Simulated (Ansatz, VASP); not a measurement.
# Two plane-wave programs on CdS

```
CELL_PARAMETERS angstrom
0.00000 2.82165 2.82165
2.82165 0.00000 2.82165
2.82165 2.82165 0.00000
ATOMIC_POSITIONS crystal
Cd 0.00000 0.00000 0.00000
S 0.25000 0.25000 0.25000
```

Change from the starting cell: hydrostatic strain -4.0%.

Alike in both runs: task single point; functional HSE06; k mesh 6 × 6 × 6; no spin polarisation.

```csv
,VASP,Ansatz
version,VASP 6.6.1,Ansatz 0.2.0
potentials or method,"VASP PAW PBE potentials, release 64 (Cd, S)","plane waves, PAW"
plane-wave cutoff (eV),520,420
occupations,"gaussian, width 0.01 eV",fixed
valence electrons in the cell,18,26
```

```csv
,VASP,Ansatz,Ansatz less VASP
gap on the k mesh at the Fermi level (eV),2.40,2.39,-0.014
pressure (GPa),10.4,9.9,-0.50
```

VASP's potentials hold 18 valence electrons a cell and Ansatz's 26, so a difference there can come from the potentials and not from the codes. Ansatz's warnings: stress exchange threshold loose, stress scf threshold loose.
